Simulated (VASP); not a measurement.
The system is Ta.

```
Ta
1.0
    -1.65493    1.65493    1.65493
     1.65493   -1.65493    1.65493
     1.65493    1.65493   -1.65493
Ta
1
Direct
  0.00000 0.00000 0.00000
```

Base run:

```yaml
Program: VASP 6.6.1
Functional: PBE
Potentials_or_basis: VASP PAW PBE potentials, release 64 (Ta_pv)
Cutoff: 500 eV
k_mesh: 9 × 9 × 9
Occupations: fermi-dirac, width 0.1 eV
Spin: no spin polarisation
```

Its results: pressure 2.3 GPa.

The run is repeated on the same cell with these changes: functional from PBE to LDA; potentials or basis from VASP PAW PBE potentials, release 64 (Ta_pv) to VASP PAW LDA potentials, release 64 (Ta_pv). What comes out?

Pressure -9.3 GPa.
